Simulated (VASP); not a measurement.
Write the native input for VASP 6.6.1 that does the following.

| Item | Value |
| --- | --- |
| Task | single point |
| Functional | BLYP |
| Potentials or basis | VASP PAW PBE potentials, release 64 (Ni, Mo_sv, Pd, Ir, W_sv) |
| Cutoff | 600 eV |
| k mesh | 6 × 6 × 4 |
| Occupations | fermi-dirac, width 0.05 eV |
| Spin | collinear spin, ferromagnetic start |
| Starting moments | [1.0, 1.0, 0.0, 0.6, 0.0] μB |
| Dipole correction | no |
| Further INCAR settings | ALGO = Normal; EDIFF = 1e-06; NBANDS = 40 |

The structure of NiMoIrPdW lies in POSCAR:

```
NiMoIrPdW
1.0
    4.1756112100      0.0000029278      0.0000000000
   -2.0878081406      3.6161839203      0.0000000000
    0.0000000000      0.0000000000      5.5339434250
Ni Mo Pd Ir W
1 1 1 1 1
Direct
    0.0000000000      0.0000000000      0.9567762157
    0.6666666667      0.3333333333      0.9648142568
    0.6666666667      0.3333333333      0.4625355350
    0.3333333333      0.6666666667      0.7245541532
    0.3333333333      0.6666666667      0.2357698392
```

The input as run:

INCAR

```
AGGAC    = 1.0          
AGGAX    = 1.0          
ALDAC    = 0.0          
ALDAX    = 1.0          
ALGO     = Normal         # electronic algorithm
EDIFF    = 1E-6           # SCF threshold, eV
ENCUT    = 600            # plane-wave cutoff, eV
GGA      = B5             # functional
GGA_COMPAT= F            
ISIF     = 2              # what is computed and relaxed
ISMEAR   = -1             # smearing method
ISPIN    = 2              # spin polarisation
LASPH    = T              # aspherical terms in the spheres
LCHARG   = T              # write CHGCAR
LELF     = T              # ELF
LMAXMIX  = 4              # l up to which the mixer works
LORBIT   = 11             # projections on sites
LREAL    = F              # projectors in reciprocal space
LVHAR    = T            
LWAVE    = F              # write WAVECAR
MAGMOM   = 1 1 0 0.6 0    # initial moments
NBANDS   = 40             # bands
NELM     = 200            # most SCF steps
PREC     = Accurate       # precision mode
SIGMA    = 0.05           # smearing width, eV
```

KPOINTS

```
k-points
0
Gamma
  6 6 4
```

Potentials or basis: VASP PAW PBE potentials, release 64 (Ni, Mo_sv, Pd, Ir, W_sv).

Launch:

```sh
$ cat potpaw_PBE.64/Ni/POTCAR potpaw_PBE.64/Mo_sv/POTCAR potpaw_PBE.64/Pd/POTCAR potpaw_PBE.64/Ir/POTCAR potpaw_PBE.64/W_sv/POTCAR > POTCAR
$ mpirun -np 1 vasp_std > vasp.out
```

It gave:

```json
{
 "Pressure": "0.8 GPa",
 "Largest force": "0.021 eV/Å",
 "Net moment": "0.00 μB per cell",
 "Valence electrons inside the program's atomic spheres": "Ni 9.42; Mo 12.50; Pd 9.53; Ir 8.26; W 11.85"
}
```

Caveat: the PAW data sets were made with another functional, which shifts forces and pressure a little.

It took 4.4 min on 1 thread of Intel(R) Xeon(R) Platinum 8259CL CPU @ 2.50GHz (Skylake/Cascade Lake), on a shared host, peak memory 0.42 GiB.
